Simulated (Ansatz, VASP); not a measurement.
SnO in VASP and in Ansatz

```
Sn O
1.0
     2.69212   -2.69266    0.00000
     2.69212    2.69266    0.00000
     0.00000    0.00000    9.87202
Sn O
4 4
Direct
  0.99950 0.00050 0.99475
  0.00050 0.99950 0.49475
  0.50051 0.49949 0.26225
  0.49949 0.50051 0.76225
  0.00050 0.49950 0.37850
  0.99950 0.50050 0.87850
  0.50050 0.99950 0.37850
  0.49950 0.00050 0.87850
```

Alike in both runs: functional r2SCAN; k mesh 4 × 4 × 2; occupations gaussian, width 0.1 eV; no spin polarisation.

Ansatz relaxed the structure, and its values are those at the end. VASP's run is a single point on that final structure, the one shown.

```csv
,VASP,Ansatz
version,VASP 6.6.1,Ansatz 0.2.0
potentials or method,"VASP PAW PBE potentials, release 64 (Sn_d, O), cutoff 520 eV","scalar-relativistic, plane waves, PAW"
valence electrons in the cell,80,80
```

|  | VASP | Ansatz | Ansatz less VASP |
| --- | --- | --- | --- |
| gap on the k mesh at the Fermi level (eV) | 0.37 | 0.36 | -0.007 |
| least direct gap on the mesh (eV) | 1.98 | 2.04 | +0.058 |
| pressure (GPa) | 0.6 | 0.0 | -0.57 |
| rms of the force components (eV/Å) | 0.056 | 0.003 | -0.0530 |

VASP's potentials were made for PBE, not for r2SCAN.
